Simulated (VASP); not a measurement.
A run of VASP 6.6.1:

The input INCAR:

```
SYSTEM = Zn2S
ALGO = Normal ; EDIFF = 1E-6
ENCUT = 520 ; GGA = PE
ISIF = 2 ; ISMEAR = 0
LASPH = .True. ; LCHARG = .False.
LREAL = .False. ; LWAVE = .False.
NBANDS = 39 ; NELM = 60
PREC = Accurate ; SIGMA = 0.1
```

File KPOINTS:

```
k-points
0
Gamma
  10 10 6
  0 0 0
```

POSCAR

```
Zn2S
1.0
    3.5579756186      0.0000000000      0.0000000000
    0.0000000000      3.5579756186      0.0000000000
    0.0000000000      0.0000000000      8.6870061538
Zn S
4 2
Direct
    0.0000000000      0.0000000000      0.0000000000
    0.5000000000      0.5000000000      0.0000000000
    0.5000000000      0.0000000000      0.3765246203
    0.0000000000      0.5000000000      0.6234753797
    0.5000000000      0.0000000000      0.6630966898
    0.0000000000      0.5000000000      0.3369033102
```

Potentials or basis: VASP PAW PBE potentials, release 64 (Zn, S).

The run is started by

```bash
$ cat potpaw_PBE.64/Zn/POTCAR potpaw_PBE.64/S/POTCAR > POTCAR
$ mpirun -np 1 vasp_std > vasp.out
```

Hardware: 1 thread of Intel(R) Xeon(R) 6975P-C (Granite Rapids) (shared host).

Estimate the wall time of this run.

Wall time 2.2 min on 1 thread of Intel(R) Xeon(R) 6975P-C (Granite Rapids), on a shared host, peak memory 0.4 GiB. Counts: scf iterations 13, k points 84.
